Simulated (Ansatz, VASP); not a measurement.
# One calculation of CuNiC4N4, two programs

```xyz
10
Lattice="5.8826 0.0000 0.0000 0.0000 5.8826 0.0000 0.0000 0.0000 5.8826" Properties=species:S:1:pos:R:3 pbc="T T T"
Cu    2.9413    2.9413    2.9413
Ni    0.0000    0.0000    0.0000
C     1.1068    1.1068    1.1068
C     1.1068    4.7758    4.7758
C     4.7758    1.1068    4.7758
C     4.7758    4.7758    1.1068
N     1.7823    1.7823    1.7823
N     1.7823    4.1003    4.1003
N     4.1003    1.7823    4.1003
N     4.1003    4.1003    1.7823
```

Alike in both runs: task single point; functional PBE; k mesh 4 × 4 × 4; occupations gaussian, width 0.1 eV; collinear spin.

|  | VASP | Ansatz |
| --- | --- | --- |
| version | VASP 6.6.1 | Ansatz 0.2.0 |
| potentials or method | VASP PAW PBE potentials, release 64 (Cu, Ni, C, N), cutoff 520 eV | scalar-relativistic, plane waves, PAW |
| valence electrons in the cell | 57 | 73 |

|  | VASP | Ansatz | Ansatz less VASP |
| --- | --- | --- | --- |
| gap on the k mesh at the Fermi level (eV) | 0.20 | 0.20 | +0.001 |
| least direct gap on the mesh (eV) | 0.32 | 0.33 | +0.010 |
| pressure (GPa) | -1.2 | -1.6 | -0.47 |
| rms of the force components (eV/Å) | 0.348 | 0.185 | -0.1631 |
| net moment per atom (μB) | 0.30 | 0.30 | 0.000 |
| size of the moment on the site where the two differ most (μB) | 1.48 | 1.36 | -0.121 |

Site moments also hang on the region over which each program counts them. Atom by atom the forces differ by 0.185 eV/Å (rms over components). VASP's potentials hold 57 valence electrons a cell and Ansatz's 73, so a difference there can come from the potentials and not from the codes.

Noted on VASP's run: the standard files for N, O and F lose accuracy on very short bonds.
